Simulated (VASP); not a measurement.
BN:

```
B N
1.0
     2.53600    0.00000    0.00000
    -1.26800    2.19624    0.00000
     0.00000    0.00000    4.19900
B N
2 2
Direct
  0.66667 0.33333 0.00000
  0.33333 0.66667 0.50000
  0.66667 0.33333 0.37500
  0.33333 0.66667 0.87500
```

Base run:

| Item | Value |
| --- | --- |
| Program | VASP 6.6.1 |
| Functional | PBEsol |
| Dispersion | D3(BJ) |
| Potentials or basis | VASP PAW PBE potentials, release 64 (B, N) |
| Cutoff | 520 eV |
| k mesh | 8 × 8 × 4 |
| Occupations | gaussian, width 0.01 eV |
| Spin | no spin polarisation |

Its results: band gap on the k mesh 5.30 eV, indirect (least direct gap 8.25 eV); pressure -1.5 GPa; largest force 0.062 eV/Å.

After a change of settings the same cell gave: band gap on the k mesh 4.97 eV, indirect (least direct gap 8.27 eV); pressure -1.5 GPa; largest force 0.063 eV/Å. Which change was it?
A. k mesh from 8 × 8 × 4 to 10 × 10 × 5
B. k mesh from 8 × 8 × 4 to 12 × 12 × 7; further incar settings from ALGO = Normal; EDIFF = 1e-06; NBANDS = 16 to ALGO = Normal; EDIFF = 1e-07; NBANDS = 16
C. k mesh from 8 × 8 × 4 to 5 × 5 × 3
D. k mesh from 8 × 8 × 4 to 3 × 3 × 2

B.

Caveats: three body term missing; the PAW data sets were made with another functional, which shifts forces and pressure a little.
